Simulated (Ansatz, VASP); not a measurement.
Si: VASP beside Ansatz

The input INCAR:

```
SYSTEM = Si
PREC = Accurate
ENCUT = 450
EDIFF = 1E-7
ISMEAR = 0
SIGMA = 0.02
LREAL = .FALSE.
LASPH = .TRUE.
NELM = 120
ALGO = Normal
ISIF = 2
LWAVE = .FALSE.
LCHARG = .FALSE.
GGA = PS
IBRION = 2
NSW = 60
EDIFFG = -0.002
GGA_COMPAT = .FALSE.
NELMIN = 4
```

KPOINTS

```
Automatic mesh
0
G
  10 10 10
  0 0 0
```

The input POSCAR:

```
Si
1.0
    0.0000000000      2.6896621261      2.6896621261
    2.6896621261      0.0000000000      2.6896621261
    2.6896621261      2.6896621261      0.0000000000
Si
2
Direct
    0.0000000000      0.0000000000      0.0000000000
    0.2500000000      0.2500000000      0.2500000000
```

Input for Ansatz:

```yaml
crystal:
  lattice:
    - [0.0, 2.6896621261, 2.6896621261]
    - [2.6896621261, 0.0, 2.6896621261]
    - [2.6896621261, 2.6896621261, 0.0]
  atoms:
    - { symbol: Si, position: [0.0, 0.0, 0.0] }
    - { symbol: Si, position: [0.25, 0.25, 0.25] }
basis:
  ecutwfc: 420
kpoints:
  mp_grid: { grid: [10, 10, 10] }
hamiltonian:
  xc: pbesol
  pseudopotentials: { kind: paw }
scf:
  occupations: { method: gaussian, width: 0.02 }
output:
  forces: true
  stress: true
  eigenvalues: true
relax:
  adjacent_minimum: "off"
  f_tol: 0.002
  max_steps: 40
```

Change from the starting cell: strained cell.

Alike in both runs: task relaxation of the atoms; functional PBEsol; k mesh 10 × 10 × 10; occupations gaussian, width 0.02 eV; no spin polarisation.

```csv
,VASP,Ansatz
version,VASP 6.6.1,Ansatz 0.2.0
potentials or method,"VASP PAW PBE potentials, release 64 (Si), cutoff 450 eV","scalar-relativistic, plane waves, PAW"
valence electrons in the cell,8,8
```

```csv
,VASP,Ansatz,Ansatz less VASP
"gap on the k mesh at the Fermi level, each at its own relaxed structure (eV)",0.42,0.42,+0.005
```

VASP's potentials were made for PBE, not for PBEsol. Ansatz's warnings: stress scf threshold loose.

Noted on VASP's run: the relaxation stopped at its first step, so nothing moved.
